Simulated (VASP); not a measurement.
# Ga3As2P (P3m1) in VASP: relaxation of cell and atoms with PBE

Aim: the relaxation of cell and atoms of Ga3As2P with PBE.

All numbers are computed with VASP 6.6.1; they aren't measurements. Logs are shortened: lines on timing, memory, paths and dates and some standing lists are left out, and cuts for length are marked.

### 1 The cell of the first run

Symmetry: P3m1, No. 156, trigonal system. Conventional cell: a = 4.005 Å, b = 4.005 Å, c = 9.815 Å, α = 90.00°, β = 90.00°, γ = 120.00°. Ga (site symmetry 3m) has 3 P at 2.43 Å and 1 As at 2.49 Å within 3.2 Å. Ga (site symmetry 3m) has 1 P at 2.39 Å and 3 As at 2.47 Å within 3.2 Å. Within 3.3 Å of Ga (site symmetry 3m) lie 4 As at 2.46 to 2.48 Å. P (site symmetry 3m) has 4 Ga at 2.39 to 2.43 Å within 3.2 Å. Within 3.3 Å of As (site symmetry 3m) lie 4 Ga at 2.47 to 2.48 Å. Within 3.3 Å of As (site symmetry 3m) lie 4 Ga at 2.46 to 2.49 Å.

### 2 Relaxation of cell and atoms, PBE

File INCAR:

```
SYSTEM = Ga3As2P
PREC = Accurate
ENCUT = 500
EDIFF = 1E-7
ISMEAR = 0
SIGMA = 0.02
LREAL = .False.
LASPH = .True.
NELM = 120
ALGO = Normal
ISIF = 3
LWAVE = .False.
LCHARG = .False.
GGA = PE
IBRION = 2
NSW = 100
EDIFFG = -0.01
GGA_COMPAT = .False.
NELMIN = 4
```

File KPOINTS:

```
regular mesh
0
Gamma
  12 12 4
  0 0 0
```

File POSCAR:

```
Ga3As2P
1.0
    4.0049452000      0.0000000000      0.0000000000
   -2.0024726000      3.4683843000      0.0000000000
    0.0000000000      0.0000000000      9.8151662000
Ga P As
3 1 2
Direct
    0.0000000000      0.0000000000      0.9934220000
    0.3333333000      0.6666667000      0.6733740000
    0.6666667000      0.3333333000      0.3335100000
    0.3333333000      0.6666667000      0.9166650000
    0.6666667000      0.3333333000      0.5862710000
    0.0000000000      0.0000000000      0.2467580000
```

Potentials or basis: VASP PAW PBE potentials, release 64 (Ga_d, P, As).

Run with:

```sh
$ cat potpaw_PBE.64/Ga_d/POTCAR potpaw_PBE.64/P/POTCAR potpaw_PBE.64/As/POTCAR > POTCAR
$ mpirun -np 1 vasp_std > vasp.out
```

OUTCAR:

```text
SYSTEM = Ga3As2P
   PREC = Accurate
   ENCUT = 500
   EDIFF = 1E-7
   ISMEAR = 0
   LREAL = .False.
   LASPH = .True.
   NELM = 120
   ISIF = 3
   GGA = PE
   IBRION = 2
   NSW = 100
   EDIFFG = -0.01
   NELMIN = 4

 ion  position               nearest neighbor table
   1  0.000  0.000  0.993-   4 2.43   4 2.43   4 2.43   6 2.49
   2  0.333  0.667  0.673-   4 2.39   5 2.47   5 2.47   5 2.47
   3  0.667  0.333  0.334-   6 2.46   6 2.46   6 2.46   5 2.48
   4  0.333  0.667  0.917-   2 2.39   1 2.43   1 2.43   1 2.43
   5  0.667  0.333  0.586-   2 2.47   2 2.47   2 2.47   3 2.48
   6  0.000  0.000  0.247-   3 2.46   3 2.46   3 2.46   1 2.49

  LATTYP: Found a hexagonal cell.
 ALAT       =     4.0049452000
 C/A-ratio  =     2.4507616733

  Lattice vectors:

 A1 = (   4.0049452000,   0.0000000000,   0.0000000000)
 A2 = (  -2.0024726000,   3.4683843000,   0.0000000000)
 A3 = (   0.0000000000,   0.0000000000,   9.8151662000)

Analysis of symmetry for initial positions (statically):
=====================================================================
 Subroutine PRICEL returns:
 Original cell was already a primitive cell.

 Routine SETGRP: Setting up the symmetry group for a
 hexagonal supercell.

 Subroutine GETGRP returns: Found  6 space group operations
 (whereof  6 operations were pure point group operations)
 out of a pool of 24 trial point group operations.

The static configuration has the point symmetry C_3v.

Analysis of symmetry for dynamics (positions and initial velocities):
=====================================================================
 Subroutine PRICEL returns:
 Original cell was already a primitive cell.

 Routine SETGRP: Setting up the symmetry group for a
 hexagonal supercell.

 Subroutine GETGRP returns: Found  6 space group operations
 (whereof  6 operations were pure point group operations)
 out of a pool of 24 trial point group operations.

The dynamic configuration has the point symmetry C_3v.

 Subroutine INISYM returns: Found  6 space group operations
 (whereof  6 operations are pure point group operations),
 and found     1 'primitive' translations
[... 164 lines left out ...]

 VOLUME and BASIS-vectors are now :
 -----------------------------------------------------------------------------
  energy-cutoff  :      500.00
  volume of cell :      136.34
      direct lattice vectors                 reciprocal lattice vectors
     4.004945200  0.000000000  0.000000000     0.249691307  0.144159342  0.000000000
    -2.002472600  3.468384300  0.000000000     0.000000000  0.288318685  0.000000000
     0.000000000  0.000000000  9.815166200     0.000000000  0.000000000  0.101883145

 POSITION                                       TOTAL-FORCE (eV/Angst)
 -----------------------------------------------------------------------------------
      0.00000      0.00000      9.75060         0.000000     -0.000000     -0.013109
     -0.00000      2.31226      6.60928        -0.000000     -0.000000      0.010843
      2.00247      1.15613      3.27346        -0.000000      0.000000     -0.002023
     -0.00000      2.31226      8.99722         0.000000     -0.000000      0.000942
      2.00247      1.15613      5.75435         0.000000     -0.000000      0.002479
      0.00000      0.00000      2.42197         0.000000      0.000000      0.000868
 -----------------------------------------------------------------------------------
    total drift:                                0.000008     -0.000004     -0.000078

  FREE ENERGIE OF THE ION-ELECTRON SYSTEM (eV)
  ---------------------------------------------------
  free  energy   TOTEN  =       -25.6210087918 eV

  energy  without entropy=      -25.6210087918  energy(sigma->0) =      -25.62100879

--------------------------------------- Ionic step        2  -------------------------------------------

 number of electron      54.0000000 magnetization

 Free energy of the ion-electron system (eV)
  ---------------------------------------------------
  ext. energy  EPLUGINS =         0.00000000
  ---------------------------------------------------
  free energy    TOTEN  =       -25.62108741 eV

  energy without entropy =      -25.62108741  energy(sigma->0) =      -25.62108741

 E-fermi :   3.9083     XC(G=0):  -9.4696

 val. band max:        3.8179211347   @ k =   0.0000   0.0000   0.0000
 cond. band min:       4.3192057468   @ k =   0.0000   0.0000   0.0000
 fundamental gap:      0.5012846121
 Fermi energy:         3.9083201282

 k-point     1 :       0.0000    0.0000    0.0000
  band No.  band energies     occupation
      1     -11.0556      2.00000
      2     -11.0048      2.00000
      3     -11.0048      2.00000
      4     -10.9450      2.00000
      5     -10.9450      2.00000
      6     -10.9211      2.00000
[... 829 lines left out ...]
     31       6.8675      0.00000
     32       8.0751      0.00000

 [... further k-points ...]

------------------------ aborting loop because EDIFF is reached ----------------------------------------

  FORCE on cell =-STRESS in cart. coord.  units (eV):
  Direction    XX          YY          ZZ          XY          YZ          ZX
  --------------------------------------------------------------------------------------
  -------------------------------------------------------------------------------------
  Total       -0.0321770     -0.0321770     -0.0365918     -0.0000000      0.0000000      0.0000000
  in kB       -0.3771401     -0.3771401     -0.4288849     -0.0000000      0.0000000      0.0000000
  external PRESSURE =      -0.3943884 kB  Pullay stress =       0.0000000 kB

 VOLUME and BASIS-vectors are now :
 -----------------------------------------------------------------------------
  energy-cutoff  :      500.00
  volume of cell :      136.70
      direct lattice vectors                 reciprocal lattice vectors
     4.008348343  0.000000000  0.000000000     0.249479315  0.144036949 -0.000000000
    -2.004174171  3.471331508 -0.000000000     0.000000000  0.288073898 -0.000000000
     0.000000000  0.000000000  9.824092652     0.000000000  0.000000000  0.101790571

 POSITION                                       TOTAL-FORCE (eV/Angst)
 -----------------------------------------------------------------------------------
     -2.00417      3.47133      9.75884        -0.000000     -0.000000     -0.004117
     -0.00000      2.31422      6.61581         0.000000     -0.000000      0.004961
      2.00417      1.15711      3.27634         0.000000      0.000000     -0.000718
     -0.00000      2.31422      9.00545        -0.000000      0.000000     -0.001746
      2.00417      1.15711      5.75970        -0.000000      0.000000      0.004093
      0.00000      0.00000      2.42422        -0.000000     -0.000000     -0.002473
 -----------------------------------------------------------------------------------
    total drift:                                0.000008     -0.000004     -0.000214

  FREE ENERGIE OF THE ION-ELECTRON SYSTEM (eV)
  ---------------------------------------------------
  free  energy   TOTEN  =       -25.6210874051 eV

  energy  without entropy=      -25.6210874051  energy(sigma->0) =      -25.62108741

 reached required accuracy - stopping structural energy minimisation
```

Run time: 5.3 min. Hardware: 1 thread of Intel Xeon 6975P-C (Granite Rapids), shared host; peak memory 0.41 GiB.

What came out:

```yaml
Free_energy: -25.6211 eV
Relaxed_volume: 22.78 Å³/atom
Relaxed_cell: a = 4.008 Å, b = 4.008 Å, c = 9.824 Å, α = 90.00°, β = 90.00°, γ = 120.00°
Space_group_after_relaxing_to_0.1_Å: P3m1 (No. 156)
Energy_gained_by_relaxing: 0.0 meV/atom
Ionic_steps: 2
Pressure_after_relaxing: 0.0 GPa
Largest_force_after_relaxing: 0.005 eV/Å
Band_gap_on_the_k_mesh: 0.50 eV
```

Forces on the atoms (eV/Å):
```
Ga   0.000  0.000 -0.004
Ga   0.000  0.000  0.005
Ga   0.000  0.000 -0.001
P    0.000  0.000 -0.002
As   0.000  0.000  0.004
As   0.000  0.000 -0.002
```

Final structure:
```yaml
crystal:
  lattice:
    - [4.00835, 0.00000, 0.00000]
    - [-2.00417, 3.47133, 0.00000]
    - [0.00000, 0.00000, 9.82409]
  atoms:
    - { symbol: Ga, position: [0.00000, 0.00000, 0.99336] }
    - { symbol: Ga, position: [0.33333, 0.66667, 0.67343] }
    - { symbol: Ga, position: [0.66667, 0.33333, 0.33350] }
    - { symbol: P, position: [0.33333, 0.66667, 0.91667] }
    - { symbol: As, position: [0.66667, 0.33333, 0.58628] }
    - { symbol: As, position: [0.00000, 0.00000, 0.24676] }
```

Caveat: semilocal functionals underestimate gaps, and a narrow one can read as zero. A k mesh can miss the band edges.
